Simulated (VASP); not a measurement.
A run of VASP 6.6.1 is set up as follows.

INCAR

```
ALGO     = Normal         # electronic algorithm
EDIFF    = 1E-8           # SCF threshold, eV
ENCUT    = 500            # plane-wave cutoff, eV
GGA      = PE             # functional
GGA_COMPAT= False        
IBRION   = 6              # ionic algorithm
ISIF     = 2              # what is computed and relaxed
ISMEAR   = -1             # smearing method
IVDW     = 12             # dispersion correction
LASPH    = True           # aspherical terms in the spheres
LCHARG   = False          # write CHGCAR
LREAL    = False          # projectors in reciprocal space
LWAVE    = False          # write WAVECAR
NBANDS   = 18             # bands
NELM     = 120            # most SCF steps
NFREE    = 2            
NSW      = 1              # ionic steps
POTIM    = 0.015          # step
PREC     = Accurate       # precision mode
SIGMA    = 0.15           # smearing width, eV
```

File KPOINTS:

```
k-points
0
Gamma
  12 12 8
```

The input POSCAR:

```
HfS2
1.0
    3.3593853426      0.0000000000      0.0000000000
   -1.6796926713      2.9093130478      0.0000000000
    0.0000000000      0.0000000000      5.1508872962
Hf S
1 2
Direct
    0.0000000000      0.0000000000      0.0000000000
    0.6666666667      0.3333333333      0.7079367424
    0.3333333333      0.6666666667      0.2920632576
```

Potentials or basis: VASP PAW PBE potentials, release 64 (Hf_pv, S).

Launch:

```bash
$ cat potpaw_PBE.64/Hf_pv/POTCAR potpaw_PBE.64/S/POTCAR > POTCAR
$ mpirun -np 1 vasp_std > vasp.out
```

Predict the highest phonon frequency at Γ, LO-TO splitting left out.

415 cm⁻¹.

Estimate the dispersion energy per atom.

-0.448 eV.

Phonon frequencies in cm⁻¹ (negative: imaginary):
| q point | frequencies |
| --- | --- |
| (0.000, 0.000, 0.000) | 0 0 0 201 201 284 284 365 415 |

Caveat: the cell stands under pressure or tension, which shifts response properties.
